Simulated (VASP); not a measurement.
A run of VASP 6.6.1:

Contents of INCAR:

```
ALGO = Normal
EDIFF = 1E-8
ENCUT = 520
GGA = PE
ISIF = 2
ISMEAR = -1
LASPH = True
LCHARG = False
LEFG = True
LREAL = False
LWAVE = False
NBANDS = 13
NELM = 100
PREC = Accurate
SIGMA = 0.03
```

KPOINTS

```
k-points
0
Gamma
  10 10 10
```

POSCAR

```
O
1.0
    1.4233500000      0.8217715057      3.4083000000
   -1.4233500000      0.8217715057      3.4083000000
    0.0000000000     -1.6435430113      3.4083000000
O
2
Direct
    0.0577000000      0.0577000000      0.0577000000
    0.9423000000      0.9423000000      0.9423000000
```

Potentials or basis: VASP PAW PBE potentials, release 64 (O).

Command:

```sh
$ cat potpaw_PBE.64/O/POTCAR > POTCAR
$ mpirun -np 1 vasp_std > vasp.out
```

Hardware: 1 thread of AMD EPYC 7R13, on a shared host.

Q: Estimate the wall time of this run.

A: It took 70 s on 1 thread of AMD EPYC 7R13, on a shared host, peak memory 0.13 GiB. Counts: scf iterations 15, k points 116.
